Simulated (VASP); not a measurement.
A run of VASP 6.6.1 is set up as follows.

Contents of POSCAR:

```
Y
1.0
    3.6808463851      0.0000000000      0.0000000000
   -1.8404231926      3.1877064770      0.0000000000
    0.0000000000      0.0000000000      5.7206466204
Y
2
Direct
    0.3333333333      0.6666666667      0.2500000000
    0.6666666667      0.3333333333      0.7500000000
```

INCAR.step1

```
SYSTEM = Y
PREC = Accurate
ENCUT = 520
ISMEAR = -1
SIGMA = 0.03
LREAL = .False.
LASPH = .True.
NELM = 100
NBANDS = 18
GGA = PE
ALGO = Normal
EDIFF = 1E-4
LWAVE = .True.
LCHARG = .False.
```

INCAR.step2

```
SYSTEM = Y
PREC = Accurate
ENCUT = 520
EDIFF = 1E-6
ISMEAR = -1
SIGMA = 0.03
LREAL = .False.
LASPH = .True.
NELM = 100
ALGO = Normal
ISIF = 2
LWAVE = .False.
LCHARG = .False.
METAGGA = R2SCAN
LMIXTAU = .True.
NBANDS = 18
ISTART = 1
```

The input KPOINTS:

```
regular mesh
0
Gamma
  10 10 6
  0 0 0
```

Potentials or basis: VASP PAW PBE potentials, release 64 (Y_sv).

Launch:

```bash
$ cat potpaw_PBE.64/Y_sv/POTCAR > POTCAR
$ cp INCAR.step1 INCAR
$ mpirun -np 1 vasp_std > vasp.out
$ cp INCAR.step2 INCAR
$ mpirun -np 1 vasp_std > vasp.out
```

(1) Predict the pressure.

(2) What does it give for the band gap on the k mesh?

Results:

(1) -0.2 GPa.

(2) zero (band 11 reaches 4.02 eV, above the bottom of band 12 at 2.38 eV).

Caveat: the PAW data sets were made with another functional, which shifts forces and pressure a little.
